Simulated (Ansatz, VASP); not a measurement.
## One calculation of SiC, two programs

```
CELL_PARAMETERS angstrom
3.07577 0.00000 0.00000
-1.53789 2.66370 0.00000
0.00000 0.00000 5.04753
ATOMIC_POSITIONS crystal
Si 0.33333 0.66667 0.00459
Si 0.66667 0.33333 0.50459
C 0.33333 0.66667 0.38041
C 0.66667 0.33333 0.88041
```

Alike in both runs: functional PBEsol; k mesh 12 × 12 × 6; occupations fermi-dirac, width 0.1 eV; no spin polarisation.

Ansatz relaxed the structure, and its values are those at the end. VASP's run is a single point on that final structure, the one shown.

```csv
,VASP,Ansatz
version,VASP 6.6.1,Ansatz 0.2.0
potentials or method,"VASP PAW PBE potentials, release 64 (Si, C)","PAW with Ansatz's default frozen-core files, scalar-relativistic"
plane-wave cutoff (eV),520,420
valence electrons in the cell,16,16
```

```tsv
	VASP	Ansatz	Ansatz less VASP
pressure (GPa)	0.4	0.0	-0.35
```

VASP's potentials were made for PBE, not for PBEsol. The functional is the same, so the differences come from potentials, cutoffs and numerics.
